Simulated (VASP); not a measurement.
# Mg2BeF6 (a cell with a defect) in VASP: settings compared

The runs below take Mg2BeF6 (a cell with a defect) through single point, with PBEsol+D3(BJ), PBEsol, r2SCAN.

All numbers are computed with VASP 6.6.1; they aren't measurements. Logs are shortened: lines on timing, memory, paths and dates and some standing lists are left out, and cuts for length are marked.

## (1) The cell of the first run

The cell holds a defect, 9 atoms: a = 7.983 Å, b = 3.991 Å, c = 3.991 Å, α = 90.00°, β = 90.00°, γ = 90.00°.

## (2) Single point, PBEsol+D3(BJ)

INCAR

```
PREC = Accurate
ENCUT = 520
EDIFF = 1E-7
ISMEAR = -1
SIGMA = 0.05
LREAL = False
LASPH = True
NELM = 100
ALGO = Normal
ISIF = 2
LWAVE = False
LCHARG = False
GGA = PS
IVDW = 12
NELECT = 50.0
NBANDS = 34
```

KPOINTS

```
Automatic mesh
0
Gamma
  2 2 2
  0.5 0.5 0.5
```

POSCAR

```
Mg2BeF6
1.0
    7.9825440000      0.0000000000      0.0000000000
    0.0000000000      3.9912720000      0.0000000000
    0.0000000000      0.0000000000      3.9912720000
Be Mg F
1 2 6
Direct
    0.4991340000      0.9960950000      0.0058930000
    0.2527450000      0.5019930000      0.5028870000
    0.7510300000      0.4960090000      0.5013370000
    0.2481600000      0.5004350000      0.0008890000
    0.7521500000      0.4977300000      0.9994050000
    0.9991590000      0.4988220000      0.4876190000
    0.5029790000      0.4949170000      0.4924680000
    0.2502760000      0.9917120000      0.5060380000
    0.7510050000      0.0072120000      0.5033170000
```

Potentials or basis: VASP PAW PBE potentials, release 64 (Be, Mg, F).

Run with:

```console
$ cat potpaw_PBE.64/Be/POTCAR potpaw_PBE.64/Mg/POTCAR potpaw_PBE.64/F/POTCAR > POTCAR
$ mpirun -np 1 vasp_std > vasp.out
```

OUTCAR:

```text
PREC = Accurate
   ENCUT = 520
   EDIFF = 1E-7
   ISMEAR = -1
   LREAL = False
   LASPH = True
   NELM = 100
   ISIF = 2
   GGA = PS
   IVDW = 12
   NELECT = 50.0
 IVDW          = 12

 ion  position               nearest neighbor table
   1  0.499  0.996  0.006-
   2  0.253  0.502  0.503-   8 1.95   4 1.99   7 2.00   4 2.00   6 2.03   8 2.04
   3  0.751  0.496  0.501-   9 1.95   7 1.98   6 1.98   5 1.99   5 2.00   9 2.04
   4  0.248  0.500  0.001-   2 1.99   2 2.00
   5  0.752  0.498  0.999-   3 1.99   3 2.00
   6  0.999  0.499  0.488-   3 1.98   2 2.03
   7  0.503  0.495  0.492-   3 1.98   2 2.00
   8  0.250  0.992  0.506-   2 1.95   2 2.04
   9  0.751  0.007  0.503-   3 1.95   3 2.04

  LATTYP: Found a simple tetragonal cell.
 ALAT       =     3.9912720000
 C/A-ratio  =     2.0000000000

  Lattice vectors:

 A1 = (   0.0000000000,   3.9912720000,   0.0000000000)
 A2 = (   0.0000000000,   0.0000000000,   3.9912720000)
 A3 = (   7.9825440000,   0.0000000000,   0.0000000000)

Analysis of symmetry for initial positions (statically):
=====================================================================
 Subroutine PRICEL returns:
 Original cell was already a primitive cell.

 Routine SETGRP: Setting up the symmetry group for a
 simple tetragonal supercell.

 Subroutine GETGRP returns: Found  1 space group operations
 (whereof  1 operations were pure point group operations)
 out of a pool of 16 trial point group operations.

The static configuration has the point symmetry C_1 .

Analysis of symmetry for dynamics (positions and initial velocities):
=====================================================================
 Subroutine PRICEL returns:
 Original cell was already a primitive cell.

 Routine SETGRP: Setting up the symmetry group for a
 simple tetragonal supercell.

 Subroutine GETGRP returns: Found  1 space group operations
 (whereof  1 operations were pure point group operations)
 out of a pool of 16 trial point group operations.

The dynamic configuration has the point symmetry C_1 .

 Subroutine INISYM returns: Found  1 space group operations
 (whereof  1 operations are pure point group operations),
 and found     1 'primitive' translations

----------------------------------------------------------------------------------------

                                     Primitive cell

  volume of cell :     127.1639

  direct lattice vectors                    reciprocal lattice vectors
     7.982544000  0.000000000  0.000000000     0.125273346  0.000000000  0.000000000
     0.000000000  3.991272000  0.000000000     0.000000000  0.250546693  0.000000000
     0.000000000  0.000000000  3.991272000     0.000000000  0.000000000  0.250546693

  length of vectors
     7.982544000  3.991272000  3.991272000     0.125273346  0.250546693  0.250546693

  position of ions in fractional coordinates (direct lattice)
     0.499134000  0.996095000  0.005893000
     0.252745000  0.501993000  0.502887000
     0.751030000  0.496009000  0.501337000
     0.248160000  0.500435000  0.000889000
     0.752150000  0.497730000  0.999405000
     0.999159000  0.498822000  0.487619000
     0.502979000  0.494917000  0.492468000
     0.250276000  0.991712000  0.506038000
     0.751005000  0.007212000  0.503317000

  ion indices of the primitive-cell ions
   primitive index   ion index
                 1           1
                 2           2
                 3           3
                 4           4
                 5           5
                 6           6
                 7           7
                 8           8
                 9           9

----------------------------------------------------------------------------------------

 KPOINTS: Automatic mesh

Automatic generation of k-mesh.
 Grid dimensions read from file:
 generate k-points for:    2    2    2

 Generating k-lattice:

  Cartesian coordinates                     Fractional coordinates (reciprocal lattice)
     0.062636673  0.000000000  0.000000000     0.500000000  0.000000000  0.000000000
     0.000000000  0.125273346  0.000000000     0.000000000  0.500000000  0.000000000
     0.000000000  0.000000000  0.125273346     0.000000000  0.000000000  0.500000000

  Length of vectors
     0.062636673  0.125273346  0.125273346

  Shift w.r.t. Gamma in fractional coordinates (k-lattice)
     0.500000000  0.500000000  0.500000000

 Subroutine IBZKPT returns following result:
 ===========================================

 Found      4 irreducible k-points:

 Following reciprocal coordinates:
            Coordinates               Weight
  0.250000  0.250000  0.250000      2.000000
  0.250000 -0.250000  0.250000      2.000000
  0.250000 -0.250000 -0.250000      2.000000
  0.250000  0.250000 -0.250000      2.000000
   k-points           NKPTS =      4   k-points in BZ     NKDIM =      4   number of bands    NBANDS=     34
   number of dos      NEDOS =    301   number of ions     NIONS =      9
   total plane-waves  NPLWV =  54000
   dimension x,y,z NGX =    60 NGY =   30 NGZ =   30
   dimension x,y,z NGXF=   120 NGYF=   60 NGZF=   60
   ions per type =               1   2   6
   NGX,Y,Z   is equivalent  to a cutoff of  12.50, 12.50, 12.50 a.u.
   NGXF,Y,Z  is equivalent  to a cutoff of  24.99, 24.99, 24.99 a.u.
 SYSTEM =  unknown system
   PREC   = accura    normal or accurate (medium, high low for compatibility)
   ISTART =      0    job   : 0-new  1-cont  2-samecut
   ICHARG =      2    charge: 1-file 2-atom 10-const
   ISPIN  =      1    spin polarized calculation?
   LNONCOLLINEAR =      F non collinear calculations
   LSORBIT =      F    spin-orbit coupling
   LASPH  =      T    aspherical Exc in radial PAW
   ENCUT  =  520.0 eV  38.22 Ry    6.18 a.u.  14.84  7.42  7.42*2*pi/ulx,y,z
   NELM   =    100;   NELMIN=  2; NELMDL= -5     # of ELM steps
   EDIFF  = 0.1E-06   stopping-criterion for ELM
   LREAL  =      F    real-space projection
   EDIFFG = 0.1E-05   stopping-criterion for IOM
   NSW    =      0    number of steps for IOM
   IBRION =     -1    ionic relax: 0-MD 1-quasi-New 2-CG
   NFREE  =      0    steps in history (QN), initial steepest desc. (CG)
   ISIF   =      2    stress and relaxation
   ISYM   =      2    0-nonsym 1-usesym 2-fastsym
   POTIM  = 0.5000    time-step for ionic-motion
   TEBEG  =    0.0;   TEEND  =   0.0 temperature during run
   PSTRESS=    0.0 pullay stress
   NELECT =      50.0000    total number of electrons
   NUPDOWN=      -1.0000    fix difference up-down
   EMIN   =  10.00;   EMAX   =-10.00  energy-range for DOS
   EFERMI =   0.00;   METHOD = LEGACY
   ISMEAR =    -1;   SIGMA  =   0.05  broadening in eV -4-tet -1-fermi 0-gaus
   EFERMI_NEDOS =   21; number of points for ismear=-14 and -15
   IALGO  =     38    algorithm
   IMIX   =      4    mixing-type and parameters
     AMIX     =   0.40;   BMIX     =  1.00
     AMIX_MAG =   1.60;   BMIX_MAG =  1.00
  volume/ion in A,a.u.               =      14.13        95.35
  Fermi-wavevector in a.u.,A,eV,Ry     =   1.199343  2.266430 19.570951  1.438424
  Thomas-Fermi vector in A             =   2.335208
   LORBIT       =      0    0 simple, 1 ext, 2 COOP (PROOUT), +10 PAW based schemes
   GGA     = PS    functional components
   LHFCALC =     F    Hartree Fock is set to
   AEXX    =    0.0000 exact exchange contribution
   IVDW    =    12    specifies the selected vdW correction
   LEPSILON=     F    determine dielectric tensor
   LRPA    =     F    only Hartree local field effects (RPA)
 non-spin polarized calculation
  energy-cutoff  :      520.00
  volume of cell :      127.16
 maximum number of plane-waves:      3424
 NGX is ok and might be reduce to    60
   NGX = 29   NGY = 15   NGZ = 15

 number of electron      49.9999982 magnetization

 Free energy of the ion-electron system (eV)
  ---------------------------------------------------
  ext. energy  EPLUGINS =         0.00000000
  ---------------------------------------------------
  free energy    TOTEN  =       -40.78632877 eV

  energy without entropy =      -40.78632877  energy(sigma->0) =      -40.78632877

 E-fermi :   2.6765     XC(G=0):  -8.9169

 val. band max:        1.3677522228   @ k =   0.2500   0.2500   0.2500
 cond. band min:       4.5270403843   @ k =   0.2500  -0.2500  -0.2500
 fundamental gap:      3.1592881615
 Fermi energy:         2.6765163274

 k-point     1 :       0.2500    0.2500    0.2500
  band No.  band energies     occupation
      1     -22.7671      2.00000
      2     -22.6110      2.00000
      3     -22.4035      2.00000
      4     -22.3666      2.00000
      5     -22.2850      2.00000
      6     -22.1872      2.00000
[... 26 lines left out ...]
     33      10.7492      0.00000
     34      11.2579      0.00000

 k-point     2 :       0.2500   -0.2500    0.2500
  band No.  band energies     occupation
      1     -22.7670      2.00000
      2     -22.6110      2.00000
      3     -22.4046      2.00000
      4     -22.3658      2.00000
      5     -22.2848      2.00000
      6     -22.1872      2.00000
[... 26 lines left out ...]
     33      10.7584      0.00000
     34      11.3306      0.00000

 k-point     3 :       0.2500   -0.2500   -0.2500
  band No.  band energies     occupation
      1     -22.7671      2.00000
      2     -22.6111      2.00000
      3     -22.4032      2.00000
      4     -22.3667      2.00000
      5     -22.2850      2.00000
      6     -22.1873      2.00000
[... 26 lines left out ...]
     33      10.7611      0.00000
     34      11.3547      0.00000

 k-point     4 :       0.2500    0.2500   -0.2500
  band No.  band energies     occupation
      1     -22.7669      2.00000
      2     -22.6112      2.00000
      3     -22.4039      2.00000
      4     -22.3665      2.00000
      5     -22.2847      2.00000
      6     -22.1872      2.00000
[... 26 lines left out ...]
     33      10.7528      0.00000
     34      11.2432      0.00000

------------------------ aborting loop because EDIFF is reached ----------------------------------------

 Edisp (eV)   -0.77950

 E8    (eV) :    -0.4392

  FORCE on cell =-STRESS in cart. coord.  units (eV):
  Direction    XX          YY          ZZ          XY          YZ          ZX
  --------------------------------------------------------------------------------------
  -------------------------------------------------------------------------------------
  Total       9.28503     8.99986     8.84251     0.04336    -0.00374    -0.00497
  in kB     116.98487   113.39194   111.40945     0.54637    -0.04707    -0.06260
  external pressure =      113.93 kB  Pullay stress =        0.00 kB

 VOLUME and BASIS-vectors are now :
 -----------------------------------------------------------------------------
  energy-cutoff  :      520.00
  volume of cell :      127.16
      direct lattice vectors                 reciprocal lattice vectors
     7.982544000  0.000000000  0.000000000     0.125273346  0.000000000  0.000000000
     0.000000000  3.991272000  0.000000000     0.000000000  0.250546693  0.000000000
     0.000000000  0.000000000  3.991272000     0.000000000  0.000000000  0.250546693

 POSITION                                       TOTAL-FORCE (eV/Angst)
 -----------------------------------------------------------------------------------
      3.98436      3.97569      0.02352         0.036477      0.009011      0.007645
      2.01755      2.00359      2.00716        -0.201592     -0.277274     -0.070796
      5.99513      1.97971      2.00097         0.108190      0.287856     -0.061954
      1.98095      1.99737      0.00355        -0.281893     -0.059795      0.011454
      6.00407      1.98658      3.98890         0.294120      0.062948      0.006658
      7.97583      1.99093      1.94622         0.192385      0.007599      0.129040
      4.01505      1.97535      1.96557        -0.145570      0.034717      0.045164
      1.99784      3.95819      2.01974        -0.318659      0.359659     -0.039849
      5.99493      0.02879      2.00888         0.316542     -0.424722     -0.027363
 -----------------------------------------------------------------------------------
    total drift:                                0.002177     -0.001843      0.001555

  FREE ENERGIE OF THE ION-ELECTRON SYSTEM (eV)
  ---------------------------------------------------
  free  energy   TOTEN  =       -41.5658336707 eV

  energy  without entropy=      -41.5658336707  energy(sigma->0) =      -41.56583367
```

Wall time 35 s (1 thread of AMD EPYC 7R43 (Zen 3), shared host); peak memory 0.19 GiB.

Results:

```yaml
Free_energy: -41.5658 eV
Largest_force: 0.530 eV/Å
Dispersion_energy_per_atom: -0.087 eV
```

Forces in eV/Å, atoms in the order of the input:
```
Be   0.036  0.009  0.008
Mg  -0.202 -0.277 -0.071
Mg   0.108  0.288 -0.062
F   -0.282 -0.060  0.011
F    0.294  0.063  0.007
F    0.192  0.008  0.129
F   -0.146  0.035  0.045
F   -0.319  0.360 -0.040
F    0.317 -0.425 -0.027
```

Caveat: the k points lie up to 0.79 Å⁻¹ apart; the cell carries a net charge on a neutralising background, which shifts energy and pressure; the cell is charged against a uniform background, so pressure and absolute levels hang on convention; three body term missing; the PAW data sets were made with another functional, which shifts forces and pressure a little.

(Continued in part 2 of 2.)
